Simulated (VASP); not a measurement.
# W (Immm) in VASP: a series of runs

The runs below take W through single point, with PBEsol.

Everything below comes from runs of VASP 6.6.1. Logs are shortened: lines on timing, memory, paths and dates and some standing lists are left out, and cuts for length are marked.

### Step 1. The cell of the first run

Symmetry: Immm, No. 71, orthorhombic system. The conventional cell has a = 2.785 Å, b = 2.957 Å, c = 4.060 Å, α = 90.00°, β = 90.00°, γ = 90.00°. Within 3.7 Å of W (site symmetry mmm) lie 12 W at 2.78 to 2.96 Å.

### Step 2. Single point, PBEsol (strain -0.0600 x Voigt [0, 0, 0, 1, 0, 0])

File INCAR:

```
SYSTEM = W
ALGO = Fast ; EDIFF = 1E-7
ENCUT = 520 ; GGA = PS
ISIF = 2 ; ISMEAR = 0
LASPH = .True. ; LCHARG = .False.
LREAL = .False. ; LWAVE = .False.
NBANDS = 13 ; NELM = 80
PREC = Accurate ; SIGMA = 0.15
```

File KPOINTS:

```
k-points
0
Gamma
  20 20 20
  0 0 0
```

File POSCAR:

```
W
1.0
    0.0000000000      1.9691000000      1.9691000000
    2.0300000000     -0.0609000000      2.0300000000
    2.0300000000      2.0300000000     -0.0609000000
W
1
Direct
    0.0000000000      0.0000000000      0.0000000000
```

Potentials or basis: VASP PAW PBE potentials, release 64 (W_sv).

On the command line:

```console
> cat potpaw_PBE.64/W_sv/POTCAR > POTCAR
> mpirun -np 1 vasp_std > vasp.out
```

OUTCAR:

```text
SYSTEM = W
   EDIFF = 1E-7
   ENCUT = 520
   GGA = PS
   ISIF = 2
   ISMEAR = 0
   LASPH = .True.
   LREAL = .False.
   NELM = 80
   PREC = Accurate

 ion  position               nearest neighbor table
   1  0.000  0.000  0.000-

  LATTYP: Found a body centered orthorhombic cell.
 ALAT       =     2.7847279257
 B/A-ratio  =     1.0618556701
 C/A-ratio  =     1.4579521262

  Lattice vectors:

 A1 = (  -2.0300000000,   0.0609000000,  -2.0300000000)
 A2 = (  -2.0300000000,  -0.0609000000,   2.0300000000)
 A3 = (   2.0300000000,   2.0300000000,  -0.0609000000)

Analysis of symmetry for initial positions (statically):
=====================================================================
 Subroutine PRICEL returns:
 Original cell was already a primitive cell.

 Routine SETGRP: Setting up the symmetry group for a
 body centered orthorhombic supercell.

 Subroutine GETGRP returns: Found  8 space group operations
 (whereof  8 operations were pure point group operations)
 out of a pool of  8 trial point group operations.

The static configuration has the point symmetry D_2h.

Analysis of symmetry for dynamics (positions and initial velocities):
=====================================================================
 Subroutine PRICEL returns:
 Original cell was already a primitive cell.

 Routine SETGRP: Setting up the symmetry group for a
 body centered orthorhombic supercell.

 Subroutine GETGRP returns: Found  8 space group operations
 (whereof  8 operations were pure point group operations)
 out of a pool of  8 trial point group operations.

The dynamic configuration has the point symmetry D_2h.

 Subroutine INISYM returns: Found  8 space group operations
 (whereof  8 operations are pure point group operations),
 and found     1 'primitive' translations

----------------------------------------------------------------------------------------

                                     Primitive cell

  volume of cell :      16.7158

  direct lattice vectors                    reciprocal lattice vectors
     0.000000000  1.969100000  1.969100000    -0.246305419  0.253923112  0.253923112
     2.030000000 -0.060900000  2.030000000     0.246305419 -0.239131474  0.239131474
     2.030000000  2.030000000 -0.060900000     0.246305419  0.239131474 -0.239131474

  length of vectors
     2.784727926  2.871499401  2.871499401     0.435454077  0.418370749  0.418370749

  position of ions in fractional coordinates (direct lattice)
     0.000000000  0.000000000  0.000000000

  ion indices of the primitive-cell ions
   primitive index   ion index
                 1           1

----------------------------------------------------------------------------------------

 KPOINTS: k-points

Automatic generation of k-mesh.
 Grid dimensions read from file:
 generate k-points for:   20   20   20

 Generating k-lattice:

  Cartesian coordinates                     Fractional coordinates (reciprocal lattice)
    -0.012315271  0.012696156  0.012696156     0.050000000  0.000000000  0.000000000
     0.012315271 -0.011956574  0.011956574     0.000000000  0.050000000 -0.000000000
     0.012315271  0.011956574 -0.011956574     0.000000000 -0.000000000  0.050000000

  Length of vectors
     0.021772704  0.020918537  0.020918537

  Shift w.r.t. Gamma in fractional coordinates (k-lattice)
     0.000000000  0.000000000  0.000000000

 Subroutine IBZKPT returns following result:
 ===========================================

 Found   1166 irreducible k-points:

 Following reciprocal coordinates:
            Coordinates               Weight
  0.000000  0.000000  0.000000      1.000000
  0.050000  0.000000  0.000000      4.000000
  0.100000  0.000000  0.000000      4.000000
  0.150000  0.000000  0.000000      4.000000
  0.200000  0.000000  0.000000      4.000000
  0.250000  0.000000  0.000000      4.000000
[... 16 lines left out ...]
 -0.450000  0.050000 -0.000000      8.000000
 -0.400000  0.050000 -0.000000      8.000000
 [... further k-points ...]
   k-points           NKPTS =   1166   k-points in BZ     NKDIM =   1166   number of bands    NBANDS=     13
   number of dos      NEDOS =    301   number of ions     NIONS =      1
   total plane-waves  NPLWV =  13824
   dimension x,y,z NGX =    24 NGY =   24 NGZ =   24
   dimension x,y,z NGXF=    48 NGYF=   48 NGZF=   48
   ions per type =               1
   NGX,Y,Z   is equivalent  to a cutoff of  14.33, 13.89, 13.89 a.u.
   NGXF,Y,Z  is equivalent  to a cutoff of  28.66, 27.79, 27.79 a.u.
 SYSTEM =  W
   PREC   = accura    normal or accurate (medium, high low for compatibility)
   ISTART =      0    job   : 0-new  1-cont  2-samecut
   ICHARG =      2    charge: 1-file 2-atom 10-const
   ISPIN  =      1    spin polarized calculation?
   LNONCOLLINEAR =      F non collinear calculations
   LSORBIT =      F    spin-orbit coupling
   LASPH  =      T    aspherical Exc in radial PAW
   ENCUT  =  520.0 eV  38.22 Ry    6.18 a.u.   5.18  5.34  5.34*2*pi/ulx,y,z
   NELM   =     80;   NELMIN=  2; NELMDL= -5     # of ELM steps
   EDIFF  = 0.1E-06   stopping-criterion for ELM
   LREAL  =      F    real-space projection
   EDIFFG = 0.1E-05   stopping-criterion for IOM
   NSW    =      0    number of steps for IOM
   IBRION =     -1    ionic relax: 0-MD 1-quasi-New 2-CG
   NFREE  =      0    steps in history (QN), initial steepest desc. (CG)
   ISIF   =      2    stress and relaxation
   ISYM   =      2    0-nonsym 1-usesym 2-fastsym
   POTIM  = 0.5000    time-step for ionic-motion
   TEBEG  =    0.0;   TEEND  =   0.0 temperature during run
   PSTRESS=    0.0 pullay stress
   NELECT =      14.0000    total number of electrons
   NUPDOWN=      -1.0000    fix difference up-down
   EMIN   =  10.00;   EMAX   =-10.00  energy-range for DOS
   EFERMI =   0.00;   METHOD = LEGACY
   ISMEAR =     0;   SIGMA  =   0.15  broadening in eV -4-tet -1-fermi 0-gaus
   EFERMI_NEDOS =   21; number of points for ismear=-14 and -15
   IALGO  =     68    algorithm
   IMIX   =      4    mixing-type and parameters
     AMIX     =   0.40;   BMIX     =  1.00
     AMIX_MAG =   1.60;   BMIX_MAG =  1.00
  volume/ion in A,a.u.               =      16.72       112.80
  Fermi-wavevector in a.u.,A,eV,Ry     =   1.543151  2.916133 32.399767  2.381316
  Thomas-Fermi vector in A             =   2.648855
   LORBIT       =      0    0 simple, 1 ext, 2 COOP (PROOUT), +10 PAW based schemes
   GGA     = PS    functional components
   LHFCALC =     F    Hartree Fock is set to
   AEXX    =    0.0000 exact exchange contribution
   IVDW    =     0    specifies the selected vdW correction
   LEPSILON=     F    determine dielectric tensor
   LRPA    =     F    only Hartree local field effects (RPA)
 non-spin polarized calculation
 RMM-DIIS sequential band-by-band and
 Gauss-broadening in eV      SIGMA  =   0.15
  energy-cutoff  :      520.00
  volume of cell :       16.72
 maximum number of plane-waves:       470
 NGX is ok and might be reduce to    24
   NGX = 11   NGY = 11   NGZ = 11

 number of electron      13.9999998 magnetization

 Free energy of the ion-electron system (eV)
  ---------------------------------------------------
  ext. energy  EPLUGINS =         0.00000000
  ---------------------------------------------------
  free energy    TOTEN  =       -13.30776577 eV

  energy without entropy =      -13.29570672  energy(sigma->0) =      -13.30173625

 E-fermi :  10.1312     XC(G=0): -13.4525

 val. band max:       10.1308567063   @ k =  -0.0500   0.0500  -0.0000
 cond. band min:      10.1349900849   @ k =   0.1500   0.2000   0.0500
 fundamental gap:      0.0041333786
 Fermi energy:        10.1311746699

 k-point     1 :       0.0000    0.0000    0.0000
  band No.  band energies     occupation
      1     -63.6125      2.00000
      2     -27.3287      2.00000
      3     -27.2673      2.00000
      4     -27.1703      2.00000
      5       1.1636      2.00000
      6       9.0105      2.00000
      7       9.4312      2.00000
      8      10.0750      1.40361
      9      12.6057      0.00000
     10      12.6069      0.00000
     11      22.8557      0.00000
     12      27.2338      0.00000
     13      28.0012      0.00000

 k-point     2 :       0.0500    0.0000    0.0000
  band No.  band energies     occupation
      1     -63.6097      2.00000
      2     -27.3323      2.00000
      3     -27.2799      2.00000
      4     -27.1932      2.00000
      5       1.2770      2.00000
      6       9.0657      2.00000
      7       9.4534      2.00000
      8      10.0218      1.69765
      9      12.5388      0.00000
     10      12.5461      0.00000
     11      23.0924      0.00000
     12      27.4620      0.00000
     13      27.7755      0.00000

 k-point     3 :       0.1000    0.0000    0.0000
  band No.  band energies     occupation
      1     -63.6018      2.00000
      2     -27.3425      2.00000
      3     -27.3372      2.00000
      4     -27.2387      2.00000
      5       1.6079      2.00000
      6       9.2166      2.00000
      7       9.3975      2.00000
      8      10.0056      1.76354
      9      12.3678      0.00000
     10      12.3952      0.00000
     11      23.7305      0.00000
     12      26.7831      0.00000
     13      28.1232      0.00000
[... 305 lines left out ...]
 k-point    23 :      -0.4500    0.0500   -0.0000
  band No.  band energies     occupation
      1     -63.5002      2.00000
      2     -28.3503      2.00000
      3     -27.4847      2.00000
      4     -27.4346      2.00000
      5       4.6982      2.00000
      6       8.7589      2.00000
      7       9.6173      2.00000
      8      10.7308      0.00000
      9      14.8445      0.00000
     10      15.2884      0.00000
     11      20.5197      0.00000
     12      22.6756      0.00000
     13      27.7560      0.00000

 k-point    24 :      -0.4000    0.0500   -0.0000
  band No.  band energies     occupation
      1     -63.5068      2.00000
      2     -28.2870      2.00000
      3     -27.4811      2.00000
      4     -27.4203      2.00000
      5       4.6686      2.00000
      6       8.8731      2.00000
      7       9.6895      1.99997
      8      10.1884      0.58979
      9      14.3709      0.00000
     10      14.9324      0.00000
     11      20.9253      0.00000
     12      23.4554      0.00000
     13      28.3079      0.00000

 [... further k-points ...]

------------------------ aborting loop because EDIFF is reached ----------------------------------------

  FORCE on cell =-STRESS in cart. coord.  units (eV):
  Direction    XX          YY          ZZ          XY          YZ          ZX
  --------------------------------------------------------------------------------------
  -------------------------------------------------------------------------------------
  Total       -1.0595685     -1.2540491     -1.2540491      0.0000000     -0.4619490      0.0000000
  in kB     -101.5576241   -120.1982272   -120.1982272      0.0000000    -44.2769369      0.0000000
  external PRESSURE =    -113.9846929 kB  Pullay stress =       0.0000000 kB

 VOLUME and BASIS-vectors are now :
 -----------------------------------------------------------------------------
  energy-cutoff  :      520.00
  volume of cell :       16.72
      direct lattice vectors                 reciprocal lattice vectors
     0.000000000  1.969100000  1.969100000    -0.246305419  0.253923112  0.253923112
     2.030000000 -0.060900000  2.030000000     0.246305419 -0.239131474  0.239131474
     2.030000000  2.030000000 -0.060900000     0.246305419  0.239131474 -0.239131474

 POSITION                                       TOTAL-FORCE (eV/Angst)
 -----------------------------------------------------------------------------------
      0.00000      0.00000      0.00000         0.000000      0.000000     -0.000000
 -----------------------------------------------------------------------------------
    total drift:                               -0.000000     -0.000000     -0.000000

  FREE ENERGIE OF THE ION-ELECTRON SYSTEM (eV)
  ---------------------------------------------------
  free  energy   TOTEN  =       -13.3077657739 eV

  energy  without entropy=      -13.2957067198  energy(sigma->0) =      -13.30173625
```

Wall time 6.9 min (1 thread of AMD EPYC 7R13 (Zen 3), shared host); peak memory 0.31 GiB.

Results:

* Free energy: -13.3078 eV
* Pressure: -11.4 GPa
* Band gap on the k mesh: zero (band 7 reaches 13.06 eV, above the bottom of band 8 at 9.47 eV)

Stress tensor (GPa, compression positive):
```
-10.16   0.00   0.00
  0.00 -12.02  -4.43
  0.00  -4.43 -12.02
```

Caveat: the cell differs from its parent crystal (strain -0.0600 x Voigt [0, 0, 0, 1, 0, 0]); the PAW data sets were made with another functional, which shifts forces and pressure a little; spin-orbit coupling is left out, which moves the levels of the heavy elements.

### Step 3. Single point, PBEsol (strain +0.0450 x Voigt [0, 0, 0, 1, 0, 0])

File INCAR:

```
PREC = Accurate ; ENCUT = 520
EDIFF = 1E-7 ; ISMEAR = 0
SIGMA = 0.15 ; LREAL = F
LASPH = T ; NELM = 100
ALGO = Fast ; ISIF = 2
LWAVE = F ; LCHARG = T
GGA = PS ; LELF = T
LVHAR = T ; NBANDS = 13
```

File KPOINTS:

```
regular mesh
0
Gamma
  20 20 20
```

File POSCAR:

```
W
1.0
    0.0000000000      2.0756750000      2.0756750000
    2.0300000000      0.0456750000      2.0300000000
    2.0300000000      2.0300000000      0.0456750000
W
1
Direct
    0.0000000000      0.0000000000      0.0000000000
```

Potentials or basis: VASP PAW PBE potentials, release 64 (W_sv).

On the command line:

```console
> cat potpaw_PBE.64/W_sv/POTCAR > POTCAR
> mpirun -np 1 vasp_std > vasp.out
```

It used 260 s of CPU time on 1 thread of AMD EPYC 7R13 Processor (Zen 3), on a shared host.

It converged, with:

```yaml
Free_energy: -13.3004 eV
Pressure: -11.7 GPa
Band_gap_on_the_k_mesh: zero (band 7 reaches 13.04 eV, above the bottom of band 8 at 9.41 eV)
```

Stress tensor (GPa, compression positive):
```
-10.93   0.00   0.00
  0.00 -12.11   4.28
  0.00   4.28 -12.11
```

Levels at points of the mesh, in eV from the Fermi level:
```
           k point  band 4  band 5  band 6  band 7  band 8  band 9  band 10  band 11
(0.00, 0.00, 0.00)  -37.30   -8.94   -0.97   -0.63   -0.17    2.48     2.48    12.76
(0.50, 0.00, 0.00)  -37.44   -5.59   -1.02   -0.40    0.34    4.53     5.02     9.69
(0.00, 0.50, 0.00)  -37.53   -5.51   -1.18   -0.59    0.79    4.73     5.16    10.29
(0.50, 0.50, 0.00)  -37.76   -5.41   -4.44    2.94    4.72    5.57     5.68    11.53
(0.00, 0.50, 0.50)  -37.66   -5.41   -4.45    2.92    4.85    5.59     5.60    10.84
```

Caveat: the cell differs from its parent crystal (strain +0.0450 x Voigt [0, 0, 0, 1, 0, 0]); the PAW data sets were made with another functional, which shifts forces and pressure a little; spin-orbit coupling is left out, which moves the levels of the heavy elements.
